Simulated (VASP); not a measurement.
## Re: single point with r2SCAN

Crystal: Re.

```
Re
1.0
     4.52309    0.00000    0.00000
    -2.26155    3.91711    0.00000
     0.00000    0.00000    2.83187
Re
3
Direct
  0.00000 0.00000 0.00000
  0.33333 0.66667 0.50000
  0.66667 0.33333 0.50000
```

This isn't the form of Re at room conditions, which is hcp.

- Program: VASP 6.6.1
- Task: single point
- Functional: r2SCAN
- Potentials or basis: VASP PAW PBE potentials, release 64 (Re_sv_GW)
- Cutoff: 550 eV
- k mesh: 10 × 10 × 13
- Occupations: fermi-dirac, width 0.1 eV
- Spin: no spin polarisation
- Dipole correction: no
- Further INCAR settings: ALGO = Normal; EDIFF = 1e-06; NBANDS = 30

```yaml
Pressure: -34.6 GPa
Band_gap_on_the_k_mesh: zero (an odd number of electrons rules out a gap without spin polarisation)
```

Stress tensor (GPa, compression positive):
```
-35.55   0.00   0.00
  0.00 -35.55   0.00
  0.00   0.00 -32.59
```

Levels at points of the mesh, in eV from the Fermi level:
| k point | band 20 | band 21 | band 22 | band 23 | band 24 | band 25 |
| --- | --- | --- | --- | --- | --- | --- |
| (0.00, 0.00, 0.00) | -1.72 | -0.67 | -0.67 | 0.17 | 0.17 | 0.19 |
| (0.50, 0.00, 0.00) | -1.65 | -1.18 | 0.40 | 0.41 | 0.64 | 1.84 |

It took 5.4 min on 1 thread of Intel(R) Xeon(R) Platinum 8488C (Sapphire Rapids), on a shared host, peak memory 0.28 GiB.

Caveat: the cell stands under tension; the PAW data sets were made with another functional, which shifts forces and pressure a little; spin-orbit coupling is left out, which moves the levels of the heavy elements.
